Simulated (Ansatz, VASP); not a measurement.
**IrPt2F6 in VASP and in Ansatz**

Contents of INCAR:

```
SYSTEM = IrPt2F6
PREC = Accurate
ENCUT = 520
EDIFF = 1E-6
ISMEAR = -1
SIGMA = 0.0167
LREAL = .FALSE.
LASPH = .TRUE.
NELM = 80
ALGO = Normal
ISIF = 2
LWAVE = .FALSE.
LCHARG = .FALSE.
GGA = PE
NBANDS = 46
```

KPOINTS

```
Automatic mesh
0
G
  4 4 4
  0 0 0
```

File POSCAR:

```
IrPt2F6
1.0
    2.5873500000      4.4814210000      0.0000000000
   -2.5873500000      4.4814210000      0.0000000000
    0.0000000000      0.0000000000      4.1540230000
Ir Pt F
1 2 6
Direct
    0.0000000000      0.0000000000      0.5000000000
    0.6667000000      0.6666000000      0.2033800000
    0.3333000000      0.3334000000      0.7966200000
    0.1565200000      0.1564800000      0.2798000000
    0.6870000000      0.1565200000      0.2798000000
    0.1564800000      0.6870000000      0.2798000000
    0.3130000000      0.8435200000      0.7202000000
    0.8435200000      0.8434800000      0.7202000000
    0.8434800000      0.3130000000      0.7202000000
```

Input for Ansatz:

```yaml
crystal:
  lattice:
    - [2.58735, 4.481421, 0.0]
    - [-2.58735, 4.481421, 0.0]
    - [0.0, 0.0, 4.154023]
  atoms:
    - { symbol: Ir, position: [0.0, 0.0, 0.5] }
    - { symbol: Pt, position: [0.6667, 0.6666, 0.20338] }
    - { symbol: Pt, position: [0.3333, 0.3334, 0.79662] }
    - { symbol: F, position: [0.15652, 0.15648, 0.2798] }
    - { symbol: F, position: [0.687, 0.15652, 0.2798] }
    - { symbol: F, position: [0.15648, 0.687, 0.2798] }
    - { symbol: F, position: [0.313, 0.84352, 0.7202] }
    - { symbol: F, position: [0.84352, 0.84348, 0.7202] }
    - { symbol: F, position: [0.84348, 0.313, 0.7202] }
  symmetry: { tolerance: 0.0003 }
kpoints:
  mp_grid: { grid: [4, 4, 4], shift: [0, 0, 0] }
magnetization:
  spin_polarized: false
scf:
  occupations: { method: fermi_dirac, width: 0.0167 }
  mixing: { preconditioner: ldos }
hamiltonian:
  pseudopotentials: { kind: paw }
  xc: pbe
basis:
  ecutwfc: 420
output:
  forces: true
  stress: true
  eigenvalues: true
```

Alike in both runs: task single point; functional PBE; k mesh 4 × 4 × 4; occupations fermi-dirac, width 0.0167 eV; no spin polarisation.

|  | VASP | Ansatz |
| --- | --- | --- |
| version | VASP 6.6.1 | Ansatz 0.2.0 |
| potentials or method | VASP PAW PBE potentials, release 64 (Ir, Pt, F), cutoff 520 eV | PAW plane waves |
| valence electrons in the cell | 71 | 95 |

```csv
,VASP,Ansatz,Ansatz less VASP
gap on the k mesh at the Fermi level (eV),none,none,-
rms of the force components (eV/Å),5.967,5.619,-0.3481
```

Atom by atom the forces differ by 0.348 eV/Å (rms over components). A gap of «none» marks a metal or a gap that the smearing closes. The functional is the same, so the differences come from potentials, cutoffs and numerics. VASP's potentials hold 71 valence electrons a cell and Ansatz's 95, so a difference there can come from the potentials and not from the codes. Ansatz's warnings: structure snapped to symmetry.

The k mesh is coarse, so the values compare programs but aren't converged. Spin-orbit coupling is off throughout.
